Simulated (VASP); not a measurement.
A run of VASP 6.6.1:

Contents of POSCAR:

```
Ba
1.0
    2.5050000000      2.5050000000      2.5050000000
   -2.5050000000      2.5050000000      2.5050000000
   -2.5050000000     -2.5050000000      2.5050000000
Ba
1
Direct
    0.0000000000      0.0000000000      0.0000000000
```

The input INCAR.step1:

```
PREC = Accurate
ENCUT = 600
ISMEAR = 0
SIGMA = 0.1
LREAL = F
LASPH = T
NELM = 80
GGA = PE
ALGO = Normal
EDIFF = 1E-4
LWAVE = T
LCHARG = F
```

The input INCAR.step2:

```
PREC = Accurate
ENCUT = 600
EDIFF = 1E-6
ISMEAR = 0
SIGMA = 0.1
LREAL = F
LASPH = T
NELM = 80
ALGO = Normal
ISIF = 3
LWAVE = F
LCHARG = F
METAGGA = R2SCAN
LMIXTAU = T
IBRION = 2
NSW = 80
EDIFFG = -0.02
PSTRESS = 100.0
ISTART = 1
```

Contents of KPOINTS:

```
regular mesh
0
Gamma
  6 6 6
```

Potentials or basis: VASP PAW PBE potentials, release 64 (Ba_sv).

Launch:

```bash
$ cat potpaw_PBE.64/Ba_sv/POTCAR > POTCAR
$ cp INCAR.step1 INCAR
$ mpirun -np 1 vasp_std > vasp.out
$ cp INCAR.step2 INCAR
$ mpirun -np 1 vasp_std > vasp.out
```

Hardware: 1 thread of Intel(R) Xeon(R) 6975P-C (Granite Rapids), with other jobs on the host.

How long does it take, and how much memory?

Run time: 62 s on 1 thread of Intel(R) Xeon(R) 6975P-C (Granite Rapids), on a shared host, peak memory 0.23 GiB. Counts: k points 16, ion steps 3.
